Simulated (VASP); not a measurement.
# TiAl3 (Pm) in VASP: a series of runs

Runs on TiAl3. Level: PBEsol. Tasks: single point.

Program: VASP 6.6.1. These are calculated values, not measurements. Logs are shortened: lines on timing, memory, paths and dates and some standing lists are left out, and cuts for length are marked.

### 1 The cell of the first run

The structure is monoclinic, space group Pm (No. 6). Conventional cell: a = 4.671 Å, b = 2.781 Å, c = 4.893 Å, α = 90.00°, β = 90.00°, γ = 90.00°. Ti (site symmetry m) has 2 Ti at 2.78 Å and 10 Al at 2.80 to 2.86 Å within 3.7 Å. Al (site symmetry m) has 8 Al at 2.78 to 2.85 Å and 4 Ti at 2.81 to 2.82 Å within 3.7 Å. Within 3.7 Å of Al (site symmetry m) lie 8 Al at 2.78 to 2.84 Å and 4 Ti at 2.82 to 2.86 Å. Al (site symmetry m) has 10 Al at 2.78 to 2.85 Å and 2 Ti at 2.80 to 2.84 Å within 3.7 Å.

### 2 Single point, PBEsol (all Al atoms moved +0.025 Å, as atom 2 along Cartesian [0 1 0])

Contents of INCAR:

```
SYSTEM = TiAl3
ALGO     = Fast           ! electronic algorithm
EDIFF    = 1E-6           ! SCF threshold, eV
ENCUT    = 520            ! plane-wave cutoff, eV
GGA      = PS             ! functional
ISIF     = 2              ! what is computed and relaxed
ISMEAR   = 0              ! smearing method
LASPH    = .True.         ! aspherical terms in the spheres
LCHARG   = .False.        ! write CHGCAR
LREAL    = .False.        ! projectors in reciprocal space
LWAVE    = .False.        ! write WAVECAR
NBANDS   = 18             ! bands
NELM     = 60             ! most SCF steps
PREC     = Accurate       ! precision mode
SIGMA    = 0.15           ! smearing width, eV
```

Contents of KPOINTS:

```
k-points
0
Gamma
  18 10 10
  0 0 0
```

Contents of POSCAR:

```
TiAl3
1.0
    2.7813912058      0.0000000000      0.0000000000
    0.0000000000      4.6710700323      0.0000000000
    0.0000000000      0.0000000000      4.8934030395
Ti Al
1 3
Direct
    0.0000000000      0.5000000000      0.1631682049
    0.5000000000      0.5053520927      0.6640465240
    0.5000000000      0.0053520927      0.3331101826
    0.0000000000      0.0053520927      0.8396740885
```

Potentials or basis: VASP PAW PBE potentials, release 64 (Ti_sv, Al).

Run with:

```bash
$ cat potpaw_PBE.64/Ti_sv/POTCAR potpaw_PBE.64/Al/POTCAR > POTCAR
$ mpirun -np 1 vasp_std > vasp.out
```

OUTCAR:

```text
SYSTEM = TiAl3
   EDIFF = 1E-6
   ENCUT = 520
   GGA = PS
   ISIF = 2
   ISMEAR = 0
   LASPH = .True.
   LREAL = .False.
   NELM = 60
   PREC = Accurate

 ion  position               nearest neighbor table
   1  0.000  0.500  0.163-   4 2.80   2 2.81   2 2.81   2 2.82   2 2.82   3 2.82   3 2.82   4 2.84
                             3 2.86   3 2.86
   2  0.500  0.505  0.664-   1 2.81   1 2.81   1 2.82   1 2.82   3 2.84   3 2.84   4 2.85   4 2.85
                             4 2.85   4 2.85
   3  0.500  0.005  0.333-   4 2.79   4 2.79   1 2.82   1 2.82   2 2.84   2 2.84   4 2.84   4 2.84
                             1 2.86   1 2.86
   4  0.000  0.005  0.840-   3 2.79   3 2.79   1 2.80   1 2.84   3 2.84   3 2.84   2 2.85   2 2.85
                             2 2.85   2 2.85

  LATTYP: Found a simple orthorhombic cell.
 ALAT       =     2.7813912058
 B/A-ratio  =     1.6794005901
 C/A-ratio  =     1.7593364893

  Lattice vectors:

 A1 = (   2.7813912058,   0.0000000000,   0.0000000000)
 A2 = (   0.0000000000,   4.6710700323,   0.0000000000)
 A3 = (   0.0000000000,   0.0000000000,   4.8934030395)

Analysis of symmetry for initial positions (statically):
=====================================================================
 Subroutine PRICEL returns:
 Original cell was already a primitive cell.

 Routine SETGRP: Setting up the symmetry group for a
 simple orthorhombic supercell.

 Subroutine GETGRP returns: Found  2 space group operations
 (whereof  2 operations were pure point group operations)
 out of a pool of  8 trial point group operations.

The static configuration has the point symmetry C_1h.

Analysis of symmetry for dynamics (positions and initial velocities):
=====================================================================
 Subroutine PRICEL returns:
 Original cell was already a primitive cell.

 Routine SETGRP: Setting up the symmetry group for a
 simple orthorhombic supercell.

 Subroutine GETGRP returns: Found  2 space group operations
 (whereof  2 operations were pure point group operations)
 out of a pool of  8 trial point group operations.

The dynamic configuration has the point symmetry C_1h.

 Subroutine INISYM returns: Found  2 space group operations
 (whereof  2 operations are pure point group operations),
[... 90 lines left out ...]
 SYSTEM =  TiAl3
   PREC   = accura    normal or accurate (medium, high low for compatibility)
   ISTART =      0    job   : 0-new  1-cont  2-samecut
   ICHARG =      2    charge: 1-file 2-atom 10-const
   ISPIN  =      1    spin polarized calculation?
   LNONCOLLINEAR =      F non collinear calculations
   LSORBIT =      F    spin-orbit coupling
   LASPH  =      T    aspherical Exc in radial PAW
   ENCUT  =  520.0 eV  38.22 Ry    6.18 a.u.   5.17  8.69  9.10*2*pi/ulx,y,z
   NELM   =     60;   NELMIN=  2; NELMDL= -5     # of ELM steps
   EDIFF  = 0.1E-05   stopping-criterion for ELM
   LREAL  =      F    real-space projection
[... 7 lines left out ...]
   TEBEG  =    0.0;   TEEND  =   0.0 temperature during run
   PSTRESS=    0.0 pullay stress
   NELECT =      21.0000    total number of electrons
   NUPDOWN=      -1.0000    fix difference up-down
   EMIN   =  10.00;   EMAX   =-10.00  energy-range for DOS
   EFERMI =   0.00;   METHOD = LEGACY
   ISMEAR =     0;   SIGMA  =   0.15  broadening in eV -4-tet -1-fermi 0-gaus
   EFERMI_NEDOS =   21; number of points for ismear=-14 and -15
   IALGO  =     68    algorithm
   IMIX   =      4    mixing-type and parameters
     AMIX     =   0.40;   BMIX     =  1.00
     AMIX_MAG =   1.60;   BMIX_MAG =  1.00
  volume/ion in A,a.u.               =      15.89       107.26
  Fermi-wavevector in a.u.,A,eV,Ry     =   1.131666  2.138538 17.424533  1.280667
  Thomas-Fermi vector in A             =   2.268365
   LORBIT       =      0    0 simple, 1 ext, 2 COOP (PROOUT), +10 PAW based schemes
   GGA     = PS    functional components
   LHFCALC =     F    Hartree Fock is set to
   AEXX    =    0.0000 exact exchange contribution
   IVDW    =     0    specifies the selected vdW correction
   LEPSILON=     F    determine dielectric tensor
   LRPA    =     F    only Hartree local field effects (RPA)
 non-spin polarized calculation
 RMM-DIIS sequential band-by-band and
 Gauss-broadening in eV      SIGMA  =   0.15
  energy-cutoff  :      520.00
  volume of cell :       63.58
 maximum number of plane-waves:      1736
 NGX is ok and might be reduce to    24
   NGX = 11   NGY = 17   NGZ = 19

 number of electron      21.0000000 magnetization

 Free energy of the ion-electron system (eV)
  ---------------------------------------------------
  ext. energy  EPLUGINS =         0.00000000
  ---------------------------------------------------
  free energy    TOTEN  =       -21.60493597 eV

  energy without entropy =      -21.57483112  energy(sigma->0) =      -21.58988354

 E-fermi :   8.2210     XC(G=0): -10.8102

 val. band max:        8.2208189565   @ k =  -0.3889   0.3000  -0.3000
 cond. band min:       8.2220721156   @ k =  -0.1667   0.3000  -0.3000
 fundamental gap:      0.0012531590
 Fermi energy:         8.2210053266

 k-point     1 :       0.0000    0.0000    0.0000
  band No.  band energies     occupation
      1     -47.9763      2.00000
      2     -24.4096      2.00000
      3     -24.4059      2.00000
      4     -23.9941      2.00000
      5      -2.0277      2.00000
      6       3.0241      2.00000
[... 481 lines left out ...]
      5      -1.2276      2.00000
      6       2.6432      2.00000
[... 10 lines left out ...]
     17      12.5088      0.00000
     18      14.9454      0.00000

 [... further k-points ...]

------------------------ aborting loop because EDIFF is reached ----------------------------------------

  FORCE on cell =-STRESS in cart. coord.  units (eV):
  Direction    XX          YY          ZZ          XY          YZ          ZX
  --------------------------------------------------------------------------------------
  -------------------------------------------------------------------------------------
  Total        0.0090130      0.0290353      0.0697469      0.0000000      0.0324490      0.0000000
  in kB        0.2271385      0.7317254      1.7577049      0.0000000      0.8177541      0.0000000
  external PRESSURE =       0.9055229 kB  Pullay stress =       0.0000000 kB

 VOLUME and BASIS-vectors are now :
 -----------------------------------------------------------------------------
  energy-cutoff  :      520.00
  volume of cell :       63.58
      direct lattice vectors                 reciprocal lattice vectors
     2.781391206  0.000000000  0.000000000     0.359532308  0.000000000  0.000000000
     0.000000000  4.671070032  0.000000000     0.000000000  0.214083710  0.000000000
     0.000000000  0.000000000  4.893403039     0.000000000  0.000000000  0.204356762

 POSITION                                       TOTAL-FORCE (eV/Angst)
 -----------------------------------------------------------------------------------
      0.00000      2.33554      0.79845         0.000000      0.166183     -0.001239
      1.39070      2.36054      3.24945         0.000000      0.015265     -0.000553
      1.39070      0.02500      1.63004         0.000000     -0.122483      0.006244
      0.00000      0.02500      4.10886         0.000000     -0.058965     -0.004451
 -----------------------------------------------------------------------------------
    total drift:                               -0.000000     -0.000034     -0.000015

  FREE ENERGIE OF THE ION-ELECTRON SYSTEM (eV)
  ---------------------------------------------------
  free  energy   TOTEN  =       -21.6049359694 eV

  energy  without entropy=      -21.5748311198  energy(sigma->0) =      -21.58988354
```

OSZICAR:

```text
N       E                     dE             d eps       ncg     rms          rms(c)
DAV:   1     0.130683059400E+03    0.13068E+03   -0.94924E+03 18720   0.109E+03
DAV:   2    -0.101451776834E+02   -0.14083E+03   -0.13740E+03 18968   0.295E+02
DAV:   3    -0.226876996809E+02   -0.12543E+02   -0.12337E+02 32962   0.732E+01
[... 18 lines left out ...]
RMM:  22    -0.216049299750E+02   -0.35124E-05   -0.37974E-05 25436   0.217E-02    0.124E-03
RMM:  23    -0.216049324483E+02   -0.24733E-05   -0.26877E-05 23359   0.178E-02    0.283E-03
RMM:  24    -0.216049340828E+02   -0.16345E-05   -0.17646E-05 22057   0.152E-02    0.193E-03
RMM:  25    -0.216049352051E+02   -0.11223E-05   -0.12923E-05 22558   0.133E-02    0.286E-03
RMM:  26    -0.216049359694E+02   -0.76426E-06   -0.86866E-06 20969   0.119E-02
   1 F= -.21604936E+02 E0= -.21589884E+02  d E =-.301048E-01
```

It took 6.3 min on 1 thread of Intel Xeon 6975P-C (Granite Rapids), shared host; peak memory 0.62 GiB.

What came out:

```
Free energy   : -21.6049 eV
Pressure      : 0.1 GPa
Largest force : 0.166 eV/Å
```

Forces in eV/Å, atoms in the order of the input:
```
Ti   0.000  0.166 -0.001
Al   0.000  0.015 -0.001
Al   0.000 -0.122  0.006
Al   0.000 -0.059 -0.004
```

Stress tensor (GPa, compression positive):
```
0.02 0.00 0.00
0.00 0.07 0.08
0.00 0.08 0.18
```

Caveat: the cell differs from its parent crystal (all Al atoms moved +0.025 Å, as atom 2 along Cartesian [0 1 0]); the PAW data sets were made with another functional, which shifts forces and pressure a little.

### 3 Single point, PBEsol (all Al atoms moved +0.087 Å, as atom 2 along Cartesian [0 1 0])

Contents of INCAR:

```
SYSTEM = TiAl3
PREC = Accurate ; ENCUT = 520
EDIFF = 1E-6 ; ISMEAR = 0
SIGMA = 0.15 ; LREAL = .False.
LASPH = .True. ; NELM = 60
ALGO = Fast ; ISIF = 2
LWAVE = .False. ; LCHARG = .True.
GGA = PS ; LELF = .True.
LVHAR = .True. ; NBANDS = 18
```

Contents of KPOINTS:

```
regular mesh
0
Gamma
  18 10 10
  0 0 0
```

Contents of POSCAR:

```
TiAl3
1.0
    2.7813912058      0.0000000000      0.0000000000
    0.0000000000      4.6710700323      0.0000000000
    0.0000000000      0.0000000000      4.8934030395
Ti Al
1 3
Direct
    0.0000000000      0.5000000000      0.1631682049
    0.5000000000      0.5187323246      0.6640465240
    0.5000000000      0.0187323246      0.3331101826
    0.0000000000      0.0187323246      0.8396740885
```

Potentials or basis: VASP PAW PBE potentials, release 64 (Ti_sv, Al).

Run with:

```bash
$ cat potpaw_PBE.64/Ti_sv/POTCAR potpaw_PBE.64/Al/POTCAR > POTCAR
$ mpirun -np 1 vasp_std > vasp.out
```

OUTCAR:

```text
SYSTEM = TiAl3
   PREC = Accurate
   ENCUT = 520
   EDIFF = 1E-6
   ISMEAR = 0
   LREAL = .False.
   LASPH = .True.
   NELM = 60
   ISIF = 2
   GGA = PS

 ion  position               nearest neighbor table
   1  0.000  0.500  0.163-   4 2.75   3 2.77   3 2.77   2 2.81   2 2.81   2 2.82   2 2.82   4 2.89
                             3 2.91   3 2.91
   2  0.500  0.519  0.664-   1 2.81   1 2.81   1 2.82   1 2.82   3 2.84   3 2.84   4 2.85   4 2.85
                             4 2.85   4 2.85
   3  0.500  0.019  0.333-   1 2.77   1 2.77   4 2.79   4 2.79   2 2.84   2 2.84   4 2.84   4 2.84
                             1 2.91   1 2.91
   4  0.000  0.019  0.840-   1 2.75   3 2.79   3 2.79   3 2.84   3 2.84   2 2.85   2 2.85   2 2.85
                             2 2.85   1 2.89

  LATTYP: Found a simple orthorhombic cell.
 ALAT       =     2.7813912058
 B/A-ratio  =     1.6794005901
 C/A-ratio  =     1.7593364893

  Lattice vectors:

 A1 = (   2.7813912058,   0.0000000000,   0.0000000000)
 A2 = (   0.0000000000,   4.6710700323,   0.0000000000)
 A3 = (   0.0000000000,   0.0000000000,   4.8934030395)

Analysis of symmetry for initial positions (statically):
=====================================================================
 Subroutine PRICEL returns:
 Original cell was already a primitive cell.

 Routine SETGRP: Setting up the symmetry group for a
 simple orthorhombic supercell.

 Subroutine GETGRP returns: Found  2 space group operations
 (whereof  2 operations were pure point group operations)
 out of a pool of  8 trial point group operations.

The static configuration has the point symmetry C_1h.

Analysis of symmetry for dynamics (positions and initial velocities):
=====================================================================
 Subroutine PRICEL returns:
 Original cell was already a primitive cell.

 Routine SETGRP: Setting up the symmetry group for a
 simple orthorhombic supercell.

 Subroutine GETGRP returns: Found  2 space group operations
 (whereof  2 operations were pure point group operations)
[... 129 lines left out ...]
  Thomas-Fermi vector in A             =   2.268365
   LORBIT       =      0    0 simple, 1 ext, 2 COOP (PROOUT), +10 PAW based schemes
   GGA     = PS    functional components
   LHFCALC =     F    Hartree Fock is set to
   AEXX    =    0.0000 exact exchange contribution
   IVDW    =     0    specifies the selected vdW correction
   LEPSILON=     F    determine dielectric tensor
   LRPA    =     F    only Hartree local field effects (RPA)
 non-spin polarized calculation
 RMM-DIIS sequential band-by-band and
 Gauss-broadening in eV      SIGMA  =   0.15
  energy-cutoff  :      520.00
  volume of cell :       63.58
 maximum number of plane-waves:      1736
 NGX is ok and might be reduce to    24
   NGX = 11   NGY = 17   NGZ = 19

 number of electron      21.0000000 magnetization

 Free energy of the ion-electron system (eV)
  ---------------------------------------------------
  ext. energy  EPLUGINS =         0.00000000
  ---------------------------------------------------
  free energy    TOTEN  =       -21.58149007 eV

  energy without entropy =      -21.55126132  energy(sigma->0) =      -21.56637570

 E-fermi :   8.2188     XC(G=0): -10.8089

 val. band max:        8.2163369638   @ k =  -0.1667   0.3000  -0.3000
 cond. band min:       8.2189843795   @ k =  -0.3333   0.4000  -0.2000
 fundamental gap:      0.0026474156
 Fermi energy:         8.2187969862

 k-point     1 :       0.0000    0.0000    0.0000
  band No.  band energies     occupation
      1     -47.9726      2.00000
      2     -24.4119      2.00000
      3     -24.3990      2.00000
      4     -23.9903      2.00000
      5      -2.0282      2.00000
      6       3.0240      2.00000
[... 481 lines left out ...]
      5      -1.2283      2.00000
      6       2.6432      2.00000
[... 10 lines left out ...]
     17      12.5063      0.00000
     18      14.9464      0.00000

 [... further k-points ...]

------------------------ aborting loop because EDIFF is reached ----------------------------------------

  FORCE on cell =-STRESS in cart. coord.  units (eV):
  Direction    XX          YY          ZZ          XY          YZ          ZX
  --------------------------------------------------------------------------------------
  -------------------------------------------------------------------------------------
  Total        0.0846345      0.1667319      0.1134210      0.0000000      0.1134520      0.0000000
  in kB        2.1328908      4.2018432      2.8583440      0.0000000      2.8591259      0.0000000
  external PRESSURE =       3.0643593 kB  Pullay stress =       0.0000000 kB

 VOLUME and BASIS-vectors are now :
 -----------------------------------------------------------------------------
  energy-cutoff  :      520.00
  volume of cell :       63.58
      direct lattice vectors                 reciprocal lattice vectors
     2.781391206  0.000000000  0.000000000     0.359532308  0.000000000  0.000000000
     0.000000000  4.671070032  0.000000000     0.000000000  0.214083710  0.000000000
     0.000000000  0.000000000  4.893403039     0.000000000  0.000000000  0.204356762

 POSITION                                       TOTAL-FORCE (eV/Angst)
 -----------------------------------------------------------------------------------
      0.00000      2.33554      0.79845         0.000000      0.585399      0.004140
      1.39070      2.42304      3.24945         0.000000      0.053076     -0.001790
      1.39070      0.08750      1.63004         0.000000     -0.430756      0.025947
      0.00000      0.08750      4.10886         0.000000     -0.207719     -0.028297
 -----------------------------------------------------------------------------------
    total drift:                                0.000000     -0.000354      0.000241

  FREE ENERGIE OF THE ION-ELECTRON SYSTEM (eV)
  ---------------------------------------------------
  free  energy   TOTEN  =       -21.5814900718 eV

  energy  without entropy=      -21.5512613222  energy(sigma->0) =      -21.56637570
```

OSZICAR:

```text
N       E                     dE             d eps       ncg     rms          rms(c)
DAV:   1     0.130782745175E+03    0.13078E+03   -0.94937E+03 18720   0.109E+03
DAV:   2    -0.100969079535E+02   -0.14088E+03   -0.13745E+03 18960   0.295E+02
DAV:   3    -0.226561027456E+02   -0.12559E+02   -0.12353E+02 32948   0.733E+01
[... 19 lines left out ...]
RMM:  23    -0.215814854972E+02   -0.23926E-05   -0.26446E-05 24279   0.202E-02    0.102E-02
RMM:  24    -0.215814870766E+02   -0.15794E-05   -0.17176E-05 22805   0.159E-02    0.102E-02
RMM:  25    -0.215814884015E+02   -0.13250E-05   -0.14114E-05 25456   0.195E-02    0.537E-03
RMM:  26    -0.215814894191E+02   -0.10176E-05   -0.85575E-06 21609   0.153E-02    0.739E-03
RMM:  27    -0.215814900718E+02   -0.65274E-06   -0.65053E-06 21740   0.129E-02
   1 F= -.21581490E+02 E0= -.21566376E+02  d E =-.302287E-01
```

stdout:

```text
POSCAR found type information on POSCAR TiAl
 POSCAR found :  2 types and       4 ions
 scaLAPACK will be used
 -----------------------------------------------------------------------------
|                                                                             |
|                                                                             |
[... 28 lines left out ...]
WARNING in EDDRMM: call to ZHEGV failed, returncode =   6  3      8
WARNING in EDDRMM: call to ZHEGV failed, returncode =   8  4      2
WARNING in EDDRMM: call to ZHEGV failed, returncode =   6  3     11
WARNING in EDDRMM: call to ZHEGV failed, returncode =   6  3     15
WARNING in EDDRMM: call to ZHEGV failed, returncode =   8  4      8
WARNING in EDDRMM: call to ZHEGV failed, returncode =   6  3      9
WARNING in EDDRMM: call to ZHEGV failed, returncode =   8  4      2
WARNING in EDDRMM: call to ZHEGV failed, returncode =   8  4      8
```

Run time: 6.6 min. Hardware: 1 thread of Intel Xeon 6975P-C (Granite Rapids), shared host; peak memory 0.62 GiB.

What came out:

```yaml
Free_energy: -21.5815 eV
Pressure: 0.3 GPa
Largest_force: 0.585 eV/Å
```

Forces on the atoms (eV/Å):
```
Ti   0.000  0.585  0.004
Al   0.000  0.053 -0.002
Al   0.000 -0.431  0.026
Al   0.000 -0.208 -0.028
```

Levels at points of the mesh, in eV from the Fermi level:
| k point | band 7 | band 8 | band 9 | band 10 | band 11 | band 12 | band 13 | band 14 | band 15 | band 16 |
| --- | --- | --- | --- | --- | --- | --- | --- | --- | --- | --- |
| (0.00, 0.00, 0.00) | -3.92 | -3.58 | -2.70 | -0.86 | -0.43 | 2.52 | 2.59 | 2.64 | 2.78 | 3.13 |
| (0.50, 0.00, 0.00) | -2.17 | -1.95 | -1.75 | 0.45 | 0.61 | 0.84 | 1.43 | 1.63 | 2.33 | 2.72 |
| (0.00, 0.50, 0.00) | -3.60 | -3.24 | -2.05 | -1.55 | -0.19 | 2.44 | 2.53 | 2.69 | 3.10 | 4.61 |
| (0.50, 0.50, 0.00) | -3.65 | -3.18 | -1.71 | -0.48 | -0.26 | 0.77 | 1.24 | 1.38 | 3.45 | 3.96 |
| (0.00, 0.00, 0.50) | -3.49 | -2.33 | -2.18 | -1.12 | -0.34 | 2.29 | 2.43 | 2.60 | 3.21 | 4.04 |
| (0.50, 0.00, 0.50) | -3.82 | -3.37 | -1.33 | -0.15 | -0.13 | 0.61 | 1.28 | 1.98 | 3.36 | 3.78 |
| (0.00, 0.50, 0.50) | -7.12 | -4.85 | -0.22 | -0.07 | 0.71 | 2.44 | 2.48 | 3.61 | 4.90 | 5.16 |
| (0.50, 0.50, 0.50) | -3.40 | -3.22 | -2.75 | -2.69 | -0.64 | -0.18 | 1.09 | 2.14 | 2.40 | 2.57 |

Caveat: the cell differs from its parent crystal (all Al atoms moved +0.087 Å, as atom 2 along Cartesian [0 1 0]); the PAW data sets were made with another functional, which shifts forces and pressure a little.
